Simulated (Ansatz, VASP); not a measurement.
**One calculation of Bi2Te3, two programs**

```xyz
15
Lattice="-4.4465 0.0000 0.0000 -2.2233 -3.8508 0.0000 0.0000 0.0000 35.1687" Properties=species:S:1:pos:R:3 pbc="T T T"
Bi   -4.4465   -2.5672   18.1396
Bi   -4.4465    0.0000    7.4167
Bi   -2.2233   -1.2836   28.8625
Bi   -4.4465   -2.5672   24.7530
Bi   -4.4465    0.0000   14.0301
Bi   -2.2233   -1.2836    3.3072
Te   -4.4465   -2.5672    5.3620
Te    0.0000    0.0000   26.8078
Te   -2.2233   -1.2836   16.0849
Te   -4.4465   -2.5672   12.3115
Te   -6.6698   -3.8508    1.5886
Te   -2.2233   -1.2836   23.0344
Te   -4.4465   -2.5672   30.5811
Te   -4.4465    0.0000   19.8583
Te   -2.2233   -1.2836    9.1354
```

Alike in both runs: task single point; functional PBE; k mesh 9 × 9 × 1; occupations gaussian, width 0.05 eV; no spin polarisation.

```csv
,VASP,Ansatz
version,VASP 6.6.1,Ansatz 0.2.0
potentials or method,"VASP PAW PBE potentials, release 64 (Bi_d, Te), cutoff 520 eV","scalar-relativistic, plane waves, PAW"
valence electrons in the cell,144,234
```

```csv
,VASP,Ansatz,Ansatz less VASP
gap on the k mesh at the Fermi level (eV),0.62,0.63,+0.010
least direct gap on the mesh (eV),0.62,0.63,+0.010
pressure (GPa),-0.1,-0.1,+0.03
rms of the force components (eV/Å),0.018,0.017,-0.0017
```

Atom by atom the forces differ by 0.008 eV/Å (rms over components). The functional is the same, so the differences come from potentials, cutoffs and numerics. VASP's potentials hold 144 valence electrons a cell and Ansatz's 234, so a difference there can come from the potentials and not from the codes.

Neither program's run includes spin-orbit coupling.
